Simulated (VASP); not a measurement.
Write the native input for VASP 6.6.1 that does the following.

| Quantity | Value |
| --- | --- |
| Task | single point |
| Functional | LDA |
| Potentials or basis | VASP PAW LDA potentials, release 64 (P, Ir) |
| Cutoff | 520 eV |
| k mesh | 11 × 11 × 11 |
| Occupations | fermi-dirac, width 0.05 eV |
| Spin | no spin polarisation |
| Dipole correction | no |
| Further INCAR settings | ALGO = Normal; EDIFF = 1e-06; NBANDS = 18 |

The structure of PIr2 lies in POSCAR:

```
PIr2
1.0
    0.0553500000      2.7951750000      2.7951750000
    2.7951750000      0.0553500000      2.7951750000
    2.7951750000      2.7951750000      0.0553500000
P Ir
1 2
Direct
    0.0000000000      0.0000000000      0.0000000000
    0.2500000000      0.2500000000      0.2500000000
    0.7500000000      0.7500000000      0.7500000000
```

This cell differs from its parent crystal: equal xy, yz and zx shear strains of +2 %.

One way to write it, as run:

INCAR

```
SYSTEM = PIr2
PREC     = Accurate       ! precision mode
ENCUT    = 520            ! plane-wave cutoff, eV
EDIFF    = 1E-6           ! SCF threshold, eV
ISMEAR   = -1             ! smearing method
SIGMA    = 0.05           ! smearing width, eV
LREAL    = .FALSE.        ! projectors in reciprocal space
LASPH    = .TRUE.         ! aspherical terms in the spheres
NELM     = 60             ! most SCF steps
ALGO     = Normal         ! electronic algorithm
ISIF     = 2              ! what is computed and relaxed
LWAVE    = .FALSE.        ! write WAVECAR
LCHARG   = .TRUE.         ! write CHGCAR
GGA      = CA             ! functional
LELF     = .TRUE.         ! ELF
LVHAR    = .TRUE.       
NBANDS   = 18             ! bands
```

KPOINTS

```
Automatic mesh
0
G
  11 11 11
  0 0 0
```

Potentials or basis: VASP PAW LDA potentials, release 64 (P, Ir).

The run is started by

```sh
$ cat potpaw_LDA.64/P/POTCAR potpaw_LDA.64/Ir/POTCAR > POTCAR
$ mpirun -np 1 vasp_std > vasp.out
```

It gave:

The pressure is -2.7 GPa and the largest force is 0.080 eV/Å.

Caveat: the cell differs from its parent crystal (equal xy, yz and zx shear strains of +2 %).

Wall time 45 s on 1 thread of Intel(R) Xeon(R) 6975P-C (Granite Rapids), on a shared host, peak memory 0.23 GiB.
